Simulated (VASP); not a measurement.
Set up this calculation in VASP 6.6.1, as the native input.

```yaml
Task: single point
Functional: PBE
Potentials_or_basis: VASP PAW PBE potentials, release 64 (Sn_d, Te, O)
Cutoff: 520 eV
k_mesh: 6 × 6 × 2
Occupations: gaussian, width 0.1 eV
Spin: no spin polarisation
Dipole_correction: no
Further_INCAR_settings: ALGO = Normal; EDIFF = 1e-06; NBANDS = 39
```

The structure of Sn3TeO2 lies in POSCAR:

```
Sn3TeO2
1.0
    4.2681004600      0.0000000000      0.0000000000
   -2.1340502300      3.6962834300      0.0000000000
    0.0000000000      0.0000000000      8.5483777100
Sn Te O
3 1 2
Direct
    0.0000000000      0.0000000000      0.5000000000
    0.3333333300      0.6666666700      0.0000000000
    0.3333333300      0.6666666700      0.5000000000
    0.0000000000      0.0000000000      0.0000000000
    0.6666666700      0.3333333300      0.2376510100
    0.6666666700      0.3333333300      0.7623489900
```

The cell was generated, and may not be a known phase.

These files were run (other wordings do the same):

INCAR

```
PREC = Accurate ; ENCUT = 520
EDIFF = 1E-6 ; ISMEAR = 0
SIGMA = 0.1 ; LREAL = False
LASPH = True ; NELM = 100
ALGO = Normal ; ISIF = 2
LWAVE = False ; LCHARG = True
GGA = PE ; LELF = True
LVHAR = True ; NBANDS = 39
```

KPOINTS

```
Automatic mesh
0
Gamma
  6 6 2
```

Potentials or basis: VASP PAW PBE potentials, release 64 (Sn_d, Te, O).

The run is started by

```sh
$ cat potpaw_PBE.64/Sn_d/POTCAR potpaw_PBE.64/Te/POTCAR potpaw_PBE.64/O/POTCAR > POTCAR
$ mpirun -np 1 vasp_std > vasp.out
```

It gave:

The pressure is 16.9 GPa, the largest force is 0.244 eV/Å and the band gap on the k mesh is zero (bands 30 and 31 overlap by 0.54 eV).

Caveat: the k points lie up to 0.37 Å⁻¹ apart, too coarse for converged energies and pressures of a metal; semilocal functionals underestimate gaps, and a narrow one can read as zero; spin-orbit coupling is left out, which moves the levels of the heavy elements.

It took 2.6 min on 1 thread of Oxide Virtual Turin-like Processor, on a shared host, peak memory 0.24 GiB.
